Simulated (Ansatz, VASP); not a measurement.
# Two plane-wave programs on BaTiO3

```
Ba Ti O
1.0
     4.51798    0.00000    0.00000
     0.00000    3.46996    0.00000
     0.00000    0.00000    3.99410
Ba Ti O
1 1 3
Direct
  0.00000 0.00000 0.00000
  0.50000 0.50000 0.50000
  0.50000 0.50000 0.00000
  0.50000 0.00000 0.50000
  0.00000 0.50000 0.50000
```

Change from the starting cell: strain +0.1312 x Voigt [1, -1, 0, 0, 0, 0], atoms carried along.

Alike in both runs: task single point; functional r2SCAN; k mesh 8 × 8 × 8; occupations gaussian, width 0.05 eV; no spin polarisation.

```csv
,VASP,Ansatz
version,VASP 6.6.1,Ansatz 0.2.0
potentials or method,"VASP PAW PBE potentials, release 64 (Ba_sv, Ti_sv, O), cutoff 520 eV","scalar-relativistic, plane waves, PAW"
valence electrons in the cell,40,40
```

Ansatz gave:

| Quantity | Value |
| --- | --- |
| gap on the k mesh at the Fermi level (eV) | 1.71 |
| least direct gap on the mesh (eV) | 1.89 |
| pressure (GPa) | 17.4 |
| traceless stress, the component that is largest in VASP (GPa) | 42.10 |

What did VASP give for the same quantities?

gap on the k mesh at the Fermi level (eV): 1.67; least direct gap on the mesh (eV): 1.87; pressure (GPa): 19.7; traceless stress, the component that is largest in VASP (GPa): 42.99.

VASP's potentials were made for PBE, not for r2SCAN.

Neither program's run includes spin-orbit coupling.
